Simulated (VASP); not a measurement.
# Tl (Im-3m) in VASP: further runs, part 3 of 3

VASP 6.6.1. The steps go on from the part before.

### Step 4. Single point, PBEsol+D3(BJ)

This run uses another cell than the first one, of 23.10 Å³/atom.

Contents of INCAR:

```
ALGO = Normal
EDIFF = 1E-6
ENCUT = 500
GGA = PS
GGA_COMPAT = F
ISIF = 2
ISMEAR = 0
IVDW = 12
LASPH = T
LCHARG = T
LELF = T
LREAL = F
LVHAR = T
LWAVE = F
NBANDS = 12
NELM = 120
PREC = Accurate
SIGMA = 0.05
```

Contents of KPOINTS:

```
k-points
0
Gamma
  6 6 6
```

Contents of POSCAR:

```
Tl
1.0
   -1.7942013689      1.7942013689      1.7942013689
    1.7942013689     -1.7942013689      1.7942013689
    1.7942013689      1.7942013689     -1.7942013689
Tl
1
Direct
    0.0000000000      0.0000000000      0.0000000000
```

Potentials or basis: VASP PAW PBE potentials, release 64 (Tl_d).

Command:

```console
$ cat potpaw_PBE.64/Tl_d/POTCAR > POTCAR
$ mpirun -np 1 vasp_std > vasp.out
```

OUTCAR:

```text
EDIFF = 1E-6
   ENCUT = 500
   GGA = PS
   ISIF = 2
   ISMEAR = 0
   IVDW = 12
   LASPH = T
   LREAL = F
   NELM = 120
   PREC = Accurate
 IVDW          = 12

 ion  position               nearest neighbor table
   1  0.000  0.000  0.000-

  LATTYP: Found a body centered cubic cell.
 ALAT       =     3.5884027378

  Lattice vectors:

 A1 = (  -1.7942013689,   1.7942013689,   1.7942013689)
 A2 = (   1.7942013689,  -1.7942013689,   1.7942013689)
 A3 = (   1.7942013689,   1.7942013689,  -1.7942013689)

Analysis of symmetry for initial positions (statically):
=====================================================================
 Subroutine PRICEL returns:
 Original cell was already a primitive cell.

 Routine SETGRP: Setting up the symmetry group for a
 body centered cubic supercell.

 Subroutine GETGRP returns: Found 48 space group operations
 (whereof 48 operations were pure point group operations)
 out of a pool of 48 trial point group operations.

The static configuration has the point symmetry O_h .

Analysis of symmetry for dynamics (positions and initial velocities):
=====================================================================
 Subroutine PRICEL returns:
 Original cell was already a primitive cell.

 Routine SETGRP: Setting up the symmetry group for a
 body centered cubic supercell.

 Subroutine GETGRP returns: Found 48 space group operations
 (whereof 48 operations were pure point group operations)
 out of a pool of 48 trial point group operations.

The dynamic configuration has the point symmetry O_h .

 Subroutine INISYM returns: Found 48 space group operations
 (whereof 48 operations are pure point group operations),
 and found     1 'primitive' translations

----------------------------------------------------------------------------------------

                                     Primitive cell

  volume of cell :      23.1033

  direct lattice vectors                    reciprocal lattice vectors
    -1.794201369  1.794201369  1.794201369     0.000000000  0.278675520  0.278675520
     1.794201369 -1.794201369  1.794201369     0.278675520  0.000000000  0.278675520
     1.794201369  1.794201369 -1.794201369     0.278675520  0.278675520  0.000000000

  length of vectors
     3.107647930  3.107647930  3.107647930     0.394106700  0.394106700  0.394106700

  position of ions in fractional coordinates (direct lattice)
     0.000000000  0.000000000  0.000000000

  ion indices of the primitive-cell ions
   primitive index   ion index
                 1           1

----------------------------------------------------------------------------------------

 KPOINTS: k-points

Automatic generation of k-mesh.
 Grid dimensions read from file:
 generate k-points for:    6    6    6

 Generating k-lattice:

  Cartesian coordinates                     Fractional coordinates (reciprocal lattice)
     0.000000000  0.046445920  0.046445920     0.166666667  0.000000000  0.000000000
     0.046445920  0.000000000  0.046445920     0.000000000  0.166666667  0.000000000
     0.046445920  0.046445920  0.000000000     0.000000000  0.000000000  0.166666667

  Length of vectors
     0.065684450  0.065684450  0.065684450

  Shift w.r.t. Gamma in fractional coordinates (k-lattice)
     0.000000000  0.000000000  0.000000000

 Subroutine IBZKPT returns following result:
 ===========================================

 Found     16 irreducible k-points:

 Following reciprocal coordinates:
            Coordinates               Weight
  0.000000  0.000000  0.000000      1.000000
  0.166667  0.000000  0.000000     12.000000
  0.333333  0.000000  0.000000     12.000000
  0.500000  0.000000  0.000000      6.000000
  0.166667  0.166667  0.000000     24.000000
  0.333333  0.166667  0.000000     48.000000
[... 8 lines left out ...]
  0.500000  0.500000  0.333333     12.000000
  0.500000  0.500000  0.500000      1.000000
   k-points           NKPTS =     16   k-points in BZ     NKDIM =     16   number of bands    NBANDS=     12
   number of dos      NEDOS =    301   number of ions     NIONS =      1
   total plane-waves  NPLWV =  13824
   dimension x,y,z NGX =    24 NGY =   24 NGZ =   24
   dimension x,y,z NGXF=    48 NGYF=   48 NGZF=   48
   ions per type =               1
   NGX,Y,Z   is equivalent  to a cutoff of  12.84, 12.84, 12.84 a.u.
   NGXF,Y,Z  is equivalent  to a cutoff of  25.68, 25.68, 25.68 a.u.
 SYSTEM =  unknown system
   PREC   = accura    normal or accurate (medium, high low for compatibility)
   ISTART =      0    job   : 0-new  1-cont  2-samecut
   ICHARG =      2    charge: 1-file 2-atom 10-const
   ISPIN  =      1    spin polarized calculation?
   LNONCOLLINEAR =      F non collinear calculations
   LSORBIT =      F    spin-orbit coupling
   LASPH  =      T    aspherical Exc in radial PAW
   ENCUT  =  500.0 eV  36.75 Ry    6.06 a.u.   5.67  5.67  5.67*2*pi/ulx,y,z
   NELM   =    120;   NELMIN=  2; NELMDL= -5     # of ELM steps
   EDIFF  = 0.1E-05   stopping-criterion for ELM
   LREAL  =      F    real-space projection
   EDIFFG = 0.1E-04   stopping-criterion for IOM
   NSW    =      0    number of steps for IOM
   IBRION =     -1    ionic relax: 0-MD 1-quasi-New 2-CG
   NFREE  =      0    steps in history (QN), initial steepest desc. (CG)
   ISIF   =      2    stress and relaxation
   ISYM   =      2    0-nonsym 1-usesym 2-fastsym
   POTIM  = 0.5000    time-step for ionic-motion
   TEBEG  =    0.0;   TEEND  =   0.0 temperature during run
   PSTRESS=    0.0 pullay stress
   NELECT =      13.0000    total number of electrons
   NUPDOWN=      -1.0000    fix difference up-down
   EMIN   =  10.00;   EMAX   =-10.00  energy-range for DOS
   EFERMI =   0.00;   METHOD = LEGACY
   ISMEAR =     0;   SIGMA  =   0.05  broadening in eV -4-tet -1-fermi 0-gaus
   EFERMI_NEDOS =   21; number of points for ismear=-14 and -15
   IALGO  =     38    algorithm
   IMIX   =      4    mixing-type and parameters
     AMIX     =   0.40;   BMIX     =  1.00
     AMIX_MAG =   1.60;   BMIX_MAG =  1.00
  volume/ion in A,a.u.               =      23.10       155.91
  Fermi-wavevector in a.u.,A,eV,Ry     =   1.351548  2.554055 24.853513  1.826682
  Thomas-Fermi vector in A             =   2.478961
   LORBIT       =      0    0 simple, 1 ext, 2 COOP (PROOUT), +10 PAW based schemes
   GGA     = PS    functional components
   LHFCALC =     F    Hartree Fock is set to
   AEXX    =    0.0000 exact exchange contribution
   IVDW    =    12    specifies the selected vdW correction
   LEPSILON=     F    determine dielectric tensor
   LRPA    =     F    only Hartree local field effects (RPA)
 non-spin polarized calculation
 Gauss-broadening in eV      SIGMA  =   0.05
  energy-cutoff  :      500.00
  volume of cell :       23.10
 maximum number of plane-waves:       603
 NGX is ok and might be reduce to    24
   NGX = 11   NGY = 11   NGZ = 11

 number of electron      12.9999994 magnetization

 Free energy of the ion-electron system (eV)
  ---------------------------------------------------
  ext. energy  EPLUGINS =         0.00000000
  ---------------------------------------------------
  free energy    TOTEN  =        -2.42782212 eV

  energy without entropy =       -2.42618352  energy(sigma->0) =       -2.42700282

 E-fermi :   8.6800     XC(G=0): -11.4846

 val. band max:        8.5499994374   @ k =   0.5000   0.5000   0.3333
 cond. band min:       8.7213024379   @ k =  -0.3333   0.5000   0.1667
 fundamental gap:      0.1713030005
 Fermi energy:         8.6800027329

 k-point     1 :       0.0000    0.0000    0.0000
  band No.  band energies     occupation
      1      -3.1584      2.00000
      2      -3.1584      2.00000
      3      -3.1584      2.00000
      4      -2.8211      2.00000
      5      -2.4485      2.00000
      6      -2.4485      2.00000
      7      21.6311      0.00000
      8      21.6311      0.00000
      9      21.6311      0.00000
     10      22.2836      0.00000
     11      22.2836      0.00000
     12      22.2836      0.00000
[... 211 lines left out ...]
 k-point    16 :       0.5000    0.5000    0.5000
  band No.  band energies     occupation
      1      -3.5890      2.00000
      2      -3.5890      2.00000
      3      -2.0836      2.00000
      4      -2.0836      2.00000
      5      -2.0836      2.00000
      6       8.7278      0.17675
      7      10.2623      0.00000
      8      10.2623      0.00000
      9      10.2623      0.00000
     10      16.2723      0.00000
     11      16.2723      0.00000
     12      28.2538      0.00000

------------------------ aborting loop because EDIFF is reached ----------------------------------------

 Edisp (eV)   -0.47720

 E8    (eV) :    -0.3559

  FORCE on cell =-STRESS in cart. coord.  units (eV):
  Direction    XX          YY          ZZ          XY          YZ          ZX
  --------------------------------------------------------------------------------------
  -------------------------------------------------------------------------------------
  Total       1.36394     1.36394     1.36394     0.00000     0.00000     0.00000
  in kB      94.58733    94.58733    94.58733     0.00000     0.00000     0.00000
  external pressure =       94.59 kB  Pullay stress =        0.00 kB

 VOLUME and BASIS-vectors are now :
 -----------------------------------------------------------------------------
  energy-cutoff  :      500.00
  volume of cell :       23.10
      direct lattice vectors                 reciprocal lattice vectors
    -1.794201369  1.794201369  1.794201369     0.000000000  0.278675520  0.278675520
     1.794201369 -1.794201369  1.794201369     0.278675520  0.000000000  0.278675520
     1.794201369  1.794201369 -1.794201369     0.278675520  0.278675520  0.000000000

 POSITION                                       TOTAL-FORCE (eV/Angst)
 -----------------------------------------------------------------------------------
      0.00000      0.00000      0.00000        -0.000000      0.000000     -0.000000
 -----------------------------------------------------------------------------------
    total drift:                               -0.000000      0.000000      0.000000

  FREE ENERGIE OF THE ION-ELECTRON SYSTEM (eV)
  ---------------------------------------------------
  free  energy   TOTEN  =        -2.9050187194 eV

  energy  without entropy=       -2.9033801200  energy(sigma->0) =       -2.90419942
```

OSZICAR:

```text
N       E                     dE             d eps       ncg     rms          rms(c)
DAV:   1     0.455318026523E+02    0.45532E+02   -0.68684E+03   424   0.940E+02
DAV:   2    -0.198263921501E+01   -0.47514E+02   -0.46438E+02   440   0.210E+02
DAV:   3    -0.248994547970E+01   -0.50731E+00   -0.50709E+00   456   0.193E+01
DAV:   4    -0.249176367146E+01   -0.18182E-02   -0.18181E-02   448   0.135E+00
DAV:   5    -0.249178031221E+01   -0.16641E-04   -0.16642E-04   432   0.123E-01    0.467E+00
DAV:   6    -0.243916741708E+01    0.52613E-01   -0.76779E-02   408   0.292E+00    0.309E+00
DAV:   7    -0.242866076955E+01    0.10507E-01   -0.29264E-02   396   0.177E+00    0.996E-01
DAV:   8    -0.242782042248E+01    0.84035E-03   -0.19259E-03   412   0.444E-01    0.537E-02
DAV:   9    -0.242782143818E+01   -0.10157E-05   -0.11793E-05   436   0.379E-02    0.793E-03
DAV:  10    -0.242782212267E+01   -0.68450E-06   -0.91171E-07   296   0.106E-02
   1 F= -.29050187E+01 E0= -.29041994E+01  d E =-.163860E-02
```

stdout:

```text
POSCAR found type information on POSCAR Tl
 POSCAR found :  1 types and       1 ions
 scaLAPACK will be used
 -----------------------------------------------------------------------------
|                                                                             |
|                                                                             |
|     You enforced a specific xc type in the INCAR file but a different       |
|     I HOPE YOU KNOW WHAT YOU ARE DOING!                                     |
|                                                                             |
 -----------------------------------------------------------------------------

 LDA part: xc-table for (Slater+PW92), standard interpolation
 POSCAR, INCAR and KPOINTS ok, starting setup
 FFT: planning ... GRIDC
 FFT: planning ... GRID_SOFT
 FFT: planning ... GRID
 WAVECAR not read
 entering main loop
```

Run time: 4.3 s. Hardware: 1 thread of Intel Xeon 6975P-C (Granite Rapids), shared host; peak memory 0.14 GiB.

Results:

| Property | Result |
| --- | --- |
| Free energy | -2.9050 eV |
| Pressure | 9.5 GPa |
| Band gap on the k mesh | zero (an odd number of electrons rules out a gap without spin polarisation) |
| Dispersion energy per atom | -0.477 eV |

Levels at points of the mesh, in eV from the Fermi level:
```csv
k point,band 3,band 4,band 5,band 6,band 7,band 8,band 9,band 10
"(0.00, 0.00, 0.00)",-11.84,-11.50,-11.13,-11.13,12.95,12.95,12.95,13.60
"(0.50, 0.00, 0.00)",-11.18,-11.11,-10.64,-4.58,-3.50,7.03,7.98,12.24
"(0.50, 0.50, 0.50)",-10.76,-10.76,-10.76,0.05,1.58,1.58,1.58,7.59
```

Caveat: the k points lie up to 0.41 Å⁻¹ apart, too coarse for converged energies and pressures of a metal; three body term missing; the PAW data sets were made with another functional, which shifts forces and pressure a little; spin-orbit coupling is left out, which moves the levels of the heavy elements.

### Step 5. Single point, PBEsol+D3(BJ)

This run uses another cell than the first one, of 27.25 Å³/atom.

Contents of INCAR:

```
SYSTEM = Tl
PREC     = Accurate       ! precision mode
ENCUT    = 500            ! plane-wave cutoff, eV
EDIFF    = 1E-6           ! SCF threshold, eV
ISMEAR   = 0              ! smearing method
SIGMA    = 0.05           ! smearing width, eV
LREAL    = .FALSE.        ! projectors in reciprocal space
LASPH    = .TRUE.         ! aspherical terms in the spheres
NELM     = 120            ! most SCF steps
ALGO     = Normal         ! electronic algorithm
ISIF     = 2              ! what is computed and relaxed
LWAVE    = .FALSE.        ! write WAVECAR
LCHARG   = .FALSE.        ! write CHGCAR
GGA      = PS             ! functional
IVDW     = 12             ! dispersion correction
NBANDS   = 12             ! bands
GGA_COMPAT= .FALSE.
```

Contents of KPOINTS:

```
regular mesh
0
G
  6 6 6
  0 0 0
```

Contents of POSCAR:

```
Tl
1.0
   -1.8957181955      1.8957181955      1.8957181955
    1.8957181955     -1.8957181955      1.8957181955
    1.8957181955      1.8957181955     -1.8957181955
Tl
1
Direct
    0.0000000000      0.0000000000      0.0000000000
```

Command:

```console
$ cat potpaw_PBE.64/Tl_d/POTCAR > POTCAR
$ mpirun -np 1 vasp_std > vasp.out
```

Run time: 5 s. Hardware: 1 thread of Intel Xeon 6975P-C (Granite Rapids), shared host; peak memory 0.14 GiB.

It converged, with:

| Item | Value |
| --- | --- |
| Free energy | -3.0075 eV |
| Pressure | -0.3 GPa |
| Band gap on the k mesh | zero (an odd number of electrons rules out a gap without spin polarisation) |
| Dispersion energy per atom | -0.403 eV |

Levels at points of the mesh, in eV from the Fermi level:
| k point | band 2 | band 3 | band 4 | band 5 | band 6 | band 7 | band 8 | band 9 | band 10 | band 11 |
| --- | --- | --- | --- | --- | --- | --- | --- | --- | --- | --- |
| (0.00, 0.00, 0.00) | -11.47 | -11.47 | -10.98 | -10.98 | -10.19 | 11.59 | 11.59 | 11.59 | 12.64 | 12.64 |
| (0.50, 0.00, 0.00) | -11.68 | -11.02 | -10.98 | -10.66 | -4.76 | -2.75 | 6.25 | 7.52 | 10.71 | 11.84 |
| (0.50, 0.50, 0.50) | -11.72 | -10.74 | -10.74 | -10.74 | -1.07 | 1.62 | 1.62 | 1.62 | 6.88 | 6.88 |

Caveat: the k points lie up to 0.39 Å⁻¹ apart, too coarse for converged energies and pressures of a metal; three body term missing; the PAW data sets were made with another functional, which shifts forces and pressure a little; spin-orbit coupling is left out, which moves the levels of the heavy elements.

### Step 6. The runs side by side

| cell | gap on the mesh (eV) | pressure (GPa) |
| --- | --- | --- |
| a = 3.021 Å, angles 109.5°, 1 atom | none | 19.3 |
| a = 3.177 Å, angles 109.5°, 1 atom | none | 4.6 |
| a = 3.108 Å, angles 109.5°, 1 atom | none | 9.5 |
| a = 3.283 Å, angles 109.5°, 1 atom | none | -0.3 |

Alike in all rows: task single point; level PBEsol+D3(BJ); potentials or basis VASP PAW PBE potentials, release 64 (Tl_d); no spin polarisation; k mesh 6 × 6 × 6; cutoff (eV) 500; smearing gaussian 0.05 eV.

Caveats: all runs use coarse meshes; three body term missing; the PAW data sets were made with another functional, which shifts forces and pressure a little; spin-orbit coupling is left out, which moves the levels of the heavy elements.

Total energies depend on the potentials used, so only differences within one code and one set of settings carry meaning.

The gap in the log of VASP goes by the Fermi energy; the results here count the filled bands.